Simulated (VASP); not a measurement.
A run of VASP 6.6.1 is set up as follows.

File INCAR:

```
SYSTEM = Si4C3
ALGO = Normal
DIPOL = 0.5 0.5 0.359
EDIFF = 1E-6
ENCUT = 520
GGA = PE
IDIPOL = 3
ISIF = 2
ISMEAR = 0
ISPIN = 2
LASPH = .TRUE.
LCHARG = .TRUE.
LDIPOL = .TRUE.
LELF = .TRUE.
LORBIT = 11
LREAL = .FALSE.
LVACPOTAV = .TRUE.
LVHAR = .TRUE.
LWAVE = .FALSE.
MAGMOM = 0 0 0 0 0 0 2
NBANDS = 27
NELM = 150
PREC = Accurate
SIGMA = 0.05
```

The input KPOINTS:

```
k-points
0
G
  9 9 1
  0 0 0
```

POSCAR

```
Si4C3
1.0
    3.0967389913      0.0000000000      0.0000000000
   -1.5483694956      2.6818546353      0.0000000000
    0.0000000000      0.0000000000     21.1135575009
C Si
3 4
Direct
    0.0000000000      0.0000000000      0.1894517302
    0.3333333333      0.6666666667      0.3092078063
    0.6666666667      0.3333333333      0.4307637748
    0.3333333333      0.6666666667      0.2193907492
    0.6666666667      0.3333333333      0.3368742035
    0.0000000000      0.0000000000      0.4553262756
    0.0000000000      0.1666666667      0.5696595506
```

Potentials or basis: VASP PAW PBE potentials, release 64 (C, Si).

Launch:

```sh
$ cat potpaw_PBE.64/C/POTCAR potpaw_PBE.64/Si/POTCAR > POTCAR
$ mpirun -np 1 vasp_std > vasp.out
```

Problem. Predict the band gap on the k mesh.

Solution. Zero (filled and empty bands overlap).

Problem. What does it give for the net moment?

Solution. 0.00 μB per cell.

Forces in eV/Å, atoms in the order of the input:
```
C    0.015 -0.015  2.386
C   -0.026  0.032  0.396
C   -0.070  0.022 -1.713
Si  -0.005  0.010 -3.108
Si  -0.017  0.017  0.722
Si  -0.106  0.253  1.307
Si   0.210 -0.319  0.010
```
